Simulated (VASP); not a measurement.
Here is a VASP 6.6.1 calculation.

Contents of INCAR:

```
SYSTEM = Au
PREC = Accurate
ENCUT = 500
EDIFF = 1E-6
ISMEAR = 0
SIGMA = 0.1
LREAL = .FALSE.
LASPH = .TRUE.
NELM = 120
ALGO = Normal
ISIF = 2
LWAVE = .FALSE.
LCHARG = .FALSE.
GGA = PE
NBANDS = 42
GGA_COMPAT = .FALSE.
```

The input KPOINTS:

```
Automatic mesh
0
G
  6 6 4
  0 0 0
```

Contents of POSCAR:

```
Au
1.0
    5.6219862818     -0.0000000031      0.0000000000
   -2.8109931383      4.8687829413      0.0000000000
    0.0000000000      0.0000000000      4.6274843729
Au
6
Direct
    0.8298013045      0.1701986955      0.2500000000
    0.8298013045      0.6596026090      0.2500000000
    0.3403973910      0.1701986955      0.2500000000
    0.1701986955      0.8298013045      0.7500000000
    0.1701986955      0.3403973910      0.7500000000
    0.6596026090      0.8298013045      0.7500000000
```

Potentials or basis: VASP PAW PBE potentials, release 64 (Au).

Run with:

```bash
$ cat potpaw_PBE.64/Au/POTCAR > POTCAR
$ mpirun -np 1 vasp_std > vasp.out
```

(1) Predict the band gap on the k mesh.

(2) What does it give for the pressure?

(3) Estimate the largest force.

Answers

(1) zero (bands 33 and 34 overlap by 2.73 eV).

(2) -0.2 GPa.

(3) 0.004 eV/Å.

Caveat: spin-orbit coupling is left out, which moves the levels of the heavy elements.
